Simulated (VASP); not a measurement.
MgB2: single point with r2SCAN

Crystal: MgB2.

```
CELL_PARAMETERS angstrom
3.07913 0.00000 0.00000
-1.53957 2.66661 0.00000
0.00000 0.00000 3.48391
ATOMIC_POSITIONS crystal
Mg 0.00000 0.00000 0.00000
B 0.33333 0.66667 0.50000
B 0.66667 0.33333 0.50000
```

| Item | Value |
| --- | --- |
| Program | VASP 6.6.1 |
| Task | single point |
| Functional | r2SCAN |
| Potentials or basis | VASP PAW PBE potentials, release 64 (Mg, B) |
| Cutoff | 520 eV |
| k mesh | 8 × 8 × 6 |
| Occupations | gaussian, width 0.05 eV |
| Spin | no spin polarisation |
| Dipole correction | no |
| Further INCAR settings | ALGO = Normal; EDIFF = 1e-06; NBANDS = 11 |

The pressure is -0.5 GPa and the band gap on the k mesh is zero (bands 4 and 5 overlap by 2.75 eV).

Stress tensor (GPa, compression positive):
```
-0.43  0.00  0.00
 0.00 -0.43  0.00
 0.00  0.00 -0.69
```

Levels at points of the mesh, in eV from the Fermi level:
| k point | band 1 | band 2 | band 3 | band 4 | band 5 | band 6 | band 7 | band 8 | band 9 |
| --- | --- | --- | --- | --- | --- | --- | --- | --- | --- |
| (0.00, 0.00, 0.00) | -13.35 | -3.10 | 0.30 | 0.30 | 2.09 | 6.54 | 6.54 | 8.43 | 10.84 |
| (0.50, 0.00, 0.00) | -9.30 | -8.40 | -2.42 | 0.22 | 3.33 | 4.03 | 5.90 | 8.04 | 13.70 |
| (0.00, 0.00, 0.50) | -12.02 | -7.85 | 0.73 | 0.73 | 6.87 | 6.87 | 8.51 | 10.42 | 11.28 |
| (0.50, 0.00, 0.50) | -8.25 | -7.45 | -3.86 | -2.10 | -1.31 | 6.01 | 9.48 | 9.70 | 14.51 |

Run time: 30 s on 1 thread of Intel(R) Xeon(R) Platinum 8375C CPU @ 2.90GHz (Ice Lake), with other jobs on the host, peak memory 0.15 GiB.

Caveat: the PAW data sets were made with another functional, which shifts forces and pressure a little.
